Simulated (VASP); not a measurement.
# Si4HC4 in VASP: notebook

Runs on Si4HC4. Level: PBE. Tasks: single point.

Program: VASP 6.6.1. These are calculated values, not measurements. Logs are shortened: lines on timing, memory, paths and dates and some standing lists are left out, and cuts for length are marked.

### 1 The cell of the first run

The cell holds a slab with vacuum, 9 atoms: a = 3.097 Å, b = 4.379 Å, c = 20.133 Å, α = 90.00°, β = 90.00°, γ = 90.00°.

### 2 Single point, PBE, collinear spin

INCAR

```
SYSTEM = Si4HC4
PREC = Accurate
ENCUT = 520
EDIFF = 1E-6
ISMEAR = 0
SIGMA = 0.05
LREAL = .False.
LASPH = .True.
NELM = 200
ALGO = Normal
ISIF = 2
LWAVE = .False.
LCHARG = .False.
ISPIN = 2
MAGMOM = 0 0 0 0 0 0 0 0 1
LORBIT = 11
LDIPOL = .True.
IDIPOL = 3
DIPOL = 0.5 0.5 0.332
GGA = PE
NBANDS = 30
GGA_COMPAT = .False.
NELMDL = -8
```

KPOINTS

```
regular mesh
0
Gamma
  9 6 1
  0 0 0
```

POSCAR

```
Si4HC4
1.0
    3.0967389835      0.0000000000      0.0000000000
    0.0000000000      4.3794502696      0.0000000000
    0.0000000000      0.0000000000     20.1332068295
Si C H
4 4 1
Direct
    0.5000000000      0.5000000000      0.1986767450
    0.0000000000      0.0000000000      0.2755829977
    0.5000000000      0.4971400051      0.3554907352
    0.0000000000      0.9498903695      0.4168952500
    0.0000000000      0.2500000000      0.1986767450
    0.5000000000      0.7500000000      0.2755829977
    0.0000000000      0.2559423864      0.3541649037
    0.5000000000      0.7547379437      0.4288043580
    0.5000000000      0.7547379437      0.4837450289
```

Potentials or basis: VASP PAW PBE potentials, release 64 (Si, C, H).

Started as:

```console
cat potpaw_PBE.64/Si/POTCAR potpaw_PBE.64/C/POTCAR potpaw_PBE.64/H/POTCAR > POTCAR
mpirun -np 1 vasp_std > vasp.out
```

OUTCAR:

```text
SYSTEM = Si4HC4
   PREC = Accurate
   ENCUT = 520
   EDIFF = 1E-6
   ISMEAR = 0
   LREAL = .False.
   LASPH = .True.
   NELM = 200
   ISIF = 2
   ISPIN = 2
   LORBIT = 11
   GGA = PE
   NELMDL = -8

 ion  position               nearest neighbor table
   1  0.500  0.500  0.199-   5 1.90   5 1.90   6 1.90   2 3.10   2 3.10   2 3.10   2 3.10
   2  0.000  0.000  0.276-   6 1.90   6 1.90   5 1.90   7 1.94   4 2.85   1 3.10   1 3.10   1 3.10
                             1 3.10   3 3.12   3 3.12   3 3.14   3 3.14
   3  0.500  0.497  0.355-   8 1.86   7 1.87   7 1.87   6 1.95   4 2.80   4 2.80   4 3.11   4 3.11
                             2 3.12   2 3.12   2 3.14   2 3.14
   4  0.000  0.950  0.417-   8 1.78   8 1.78   7 1.84   3 2.80   3 2.80   2 2.85   3 3.11   3 3.11

   5  0.000  0.250  0.199-   1 1.90   1 1.90   2 1.90
   6  0.500  0.750  0.276-   2 1.90   2 1.90   1 1.90   3 1.95
   7  0.000  0.256  0.354-   4 1.84   3 1.87   3 1.87   2 1.94
   8  0.500  0.755  0.429-   9 1.11   4 1.78   4 1.78   3 1.86
   9  0.500  0.755  0.484-   8 1.11

  LATTYP: Found a simple orthorhombic cell.
 ALAT       =     3.0967389835
 B/A-ratio  =     1.4142135624
 C/A-ratio  =     6.5014219593

  Lattice vectors:

 A1 = (   3.0967389835,   0.0000000000,   0.0000000000)
 A2 = (   0.0000000000,   4.3794502696,   0.0000000000)
 A3 = (   0.0000000000,   0.0000000000,  20.1332068295)

Analysis of symmetry for initial positions (statically):
=====================================================================
 Subroutine PRICEL returns:
 Original cell was already a primitive cell.

 Routine SETGRP: Setting up the symmetry group for a
 simple orthorhombic supercell.

 Subroutine GETGRP returns: Found  2 space group operations
 (whereof  2 operations were pure point group operations)
 out of a pool of  8 trial point group operations.

The static configuration has the point symmetry C_1h.

Analysis of symmetry for dynamics (positions and initial velocities):
=====================================================================
 Subroutine PRICEL returns:
 Original cell was already a primitive cell.

 Routine SETGRP: Setting up the symmetry group for a
 simple orthorhombic supercell.

 Subroutine GETGRP returns: Found  2 space group operations
 (whereof  2 operations were pure point group operations)
 out of a pool of  8 trial point group operations.

The dynamic configuration has the point symmetry C_1h.

Analysis of structural, dynamic, and magnetic symmetry:
=====================================================================
 Subroutine PRICEL returns:
 Original cell was already a primitive cell.

 Routine SETGRP: Setting up the symmetry group for a
 simple orthorhombic supercell.
[... 173 lines left out ...]

 spin component 1

 k-point     1 :       0.0000    0.0000    0.0000
  band No.  band energies     occupation
      1     -16.4481      1.00000
      2     -14.5529      1.00000
      3     -12.7209      1.00000
      4     -10.9237      1.00000
      5      -8.9312      1.00000
      6      -7.9697      1.00000
[... 609 lines left out ...]
     27       6.4882      0.00000
     28       7.2532      0.00000
 Fermi energy:         0.3832342428

 spin component 2

 k-point     1 :       0.0000    0.0000    0.0000
  band No.  band energies     occupation
      1     -16.3993      1.00000
      2     -14.5162      1.00000
      3     -12.6900      1.00000
      4     -10.9154      1.00000
      5      -8.8597      1.00000
      6      -7.9297      1.00000
[... 609 lines left out ...]
     27       6.6295      0.00000
     28       7.4059      0.00000
 [bands above 28 left out]

------------------------ aborting loop because EDIFF is reached ----------------------------------------

 vacuum level on the upper side and lower side of the slab       (xc-potential included)        -1.200         1.202

  FORCE on cell =-STRESS in cart. coord.  units (eV):
  Direction    XX          YY          ZZ          XY          YZ          ZX
  --------------------------------------------------------------------------------------
  -------------------------------------------------------------------------------------
  Total        3.9940677      0.7064705     -1.7448197      0.0000000      1.0739536      0.0000000
  in kB       23.4362891      4.1454095    -10.2382086      0.0000000      6.3017176      0.0000000
  external PRESSURE =       5.7811633 kB  Pullay stress =       0.0000000 kB

 VOLUME and BASIS-vectors are now :
 -----------------------------------------------------------------------------
  energy-cutoff  :      520.00
  volume of cell :      273.05
      direct lattice vectors                 reciprocal lattice vectors
     3.096738983  0.000000000  0.000000000     0.322920338  0.000000000  0.000000000
     0.000000000  4.379450270  0.000000000     0.000000000  0.228339161  0.000000000
     0.000000000  0.000000000 20.133206830     0.000000000  0.000000000  0.049669186

 POSITION                                       TOTAL-FORCE (eV/Angst)
 -----------------------------------------------------------------------------------
      1.54837      2.18973      4.00000         0.000000     -2.647286      1.036309
      0.00000      0.00000      5.54837         0.000000      0.374469     -1.589211
      1.54837      2.17720      7.15717         0.000000     -0.642617     -1.377983
      0.00000      4.16000      8.39344         0.000000      2.683401     -0.799507
      0.00000      1.09486      4.00000         0.000000      1.612684      0.140589
      1.54837      3.28459      5.54837         0.000000      0.649304      1.090682
      0.00000      1.12089      7.13048         0.000000     -0.526496      0.043635
      1.54837      3.30534      8.63321         0.000000     -0.004784      1.415951
      1.54837      3.30534      9.73934         0.000000     -1.498675      0.039535
 -----------------------------------------------------------------------------------
    total drift:                                0.000000     -0.000076      0.000232

  FREE ENERGIE OF THE ION-ELECTRON SYSTEM (eV)
  ---------------------------------------------------
  free  energy   TOTEN  =       -58.1454390203 eV

  energy  without entropy=      -58.1417415422  energy(sigma->0) =      -58.14359028

 vacuum level on the upper side and lower side of the slab         2.802         5.313

 total charge

# of ion       s       p       d       tot
------------------------------------------
    1        0.747   0.858   0.000   1.605
    2        0.708   0.918   0.000   1.626
    3        0.703   0.948   0.000   1.651
    4        0.746   1.015   0.000   1.761
    5        0.863   1.520   0.000   2.383
    6        0.843   1.651   0.000   2.494
    7        0.849   1.689   0.000   2.538
    8        0.849   1.789   0.000   2.637
    9        0.597   0.050   0.000   0.647
--------------------------------------------------
tot          6.904  10.438   0.000  17.342

 magnetization (x)

# of ion       s       p       d       tot
------------------------------------------
    1        0.032   0.089   0.000   0.121
    2        0.005   0.004   0.000   0.009
    3        0.005   0.006   0.000   0.011
    4        0.010   0.061   0.000   0.071
    5       -0.002  -0.036   0.000  -0.038
    6        0.002   0.002   0.000   0.005
    7        0.002   0.008   0.000   0.010
    8        0.003   0.006   0.000   0.009
    9        0.005   0.001   0.000   0.006
--------------------------------------------------
tot          0.062   0.141   0.000   0.203
```

stdout:

```text
POSCAR found type information on POSCAR SiC H
 POSCAR found :  3 types and       9 ions
 scaLAPACK will be used
 LDA part: xc-table for (Slater+PW92), standard interpolation
 POSCAR, INCAR and KPOINTS ok, starting setup
 FFT: planning ... GRIDC
 FFT: planning ... GRID_SOFT
 FFT: planning ... GRID
 WAVECAR not read
 entering main loop
```

Wall time 18 min (1 thread of Intel Xeon 8259CL, shared host); peak memory 0.6 GiB.

Results:

```yaml
Free_energy: -58.1454 eV
Largest_force: 2.843 eV/Å
Net_moment: 0.56 μB per cell
Site_moments: Si +0.12, +0.01, +0.07 (each value once); C -0.04, +0.01 (each value once); H +0.01 μB
Valence_electrons_inside_the_program's_atomic_spheres: Si 1.60, 1.63, 1.65, 1.76; C 2.38, 2.49, 2.54, 2.64; H 0.65
```

Forces on the atoms (eV/Å):
```
Si   0.000 -2.647  1.036
Si   0.000  0.374 -1.589
Si   0.000 -0.643 -1.378
Si   0.000  2.683 -0.800
C    0.000  1.613  0.141
C    0.000  0.649  1.091
C    0.000 -0.526  0.044
C    0.000 -0.005  1.416
H    0.000 -1.499  0.040
```

Caveat: a moment this small can come from the mesh or the smearing.

(Part 1 of 2 ends here.)
